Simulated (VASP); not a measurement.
**TaN: single point with r2SCAN**

TaN:

```
CELL_PARAMETERS angstrom
0.00000 2.36651 2.36651
2.36651 0.00000 2.36651
2.36651 2.36651 0.00000
ATOMIC_POSITIONS crystal
Ta 0.00000 0.00000 0.00000
N 0.25000 0.25000 0.25000
```

```yaml
Program: VASP 6.6.1
Task: single point
Functional: r2SCAN
Potentials_or_basis: VASP PAW PBE potentials, release 64 (Ta_pv, N)
Cutoff: 660 eV
k_mesh: 12 × 12 × 12
Occupations: gaussian, width 0.05 eV
Spin: collinear spin
Starting_moments: "[0.05, 0.0] μB"
Dipole_correction: no
Further_INCAR_settings: ALGO = Normal; EDIFF = 1e-06; NBANDS = 19
```

- Pressure: 1.2 GPa
- Band gap on the k mesh: zero (filled and empty bands overlap)
- Net moment: 0.00 μB per cell
- Valence electrons inside the program's atomic spheres: Ta 8.94; N 3.82

Levels at points of the mesh, in eV from the Fermi level:
Spin up:
```tsv
k point	band 4	band 5	band 6	band 7	band 8	band 9	band 10	band 11	band 12	band 13
(0.00, 0.00, 0.00)	-18.84	-7.57	-7.57	-7.57	-1.23	0.50	0.50	5.93	5.93	5.93
(0.50, 0.00, 0.00)	-17.65	-7.53	-6.85	-6.85	0.26	1.18	1.18	4.12	4.12	4.24
(0.50, 0.50, 0.00)	-17.25	-8.90	-5.29	-5.29	-2.72	1.12	2.32	3.11	3.11	9.69
```
Spin down:
```
           k point  band 5  band 6  band 7  band 8  band 9  band 10  band 11  band 12
(0.00, 0.00, 0.00)   -7.57   -7.57   -7.57   -1.23    0.50     0.50     5.93     5.93
(0.50, 0.00, 0.00)   -7.53   -6.85   -6.85    0.26    1.18     1.18     4.12     4.12
(0.50, 0.50, 0.00)   -8.90   -5.29   -5.29   -2.72    1.12     2.32     3.11     3.11
```

It took 2.5 min on 1 thread of Intel(R) Xeon(R) 6975P-C (Granite Rapids) (shared host), peak memory 0.24 GiB.

Caveat: the PAW data sets were made with another functional, which shifts forces and pressure a little; spin-orbit coupling is left out, which moves the levels of the heavy elements.
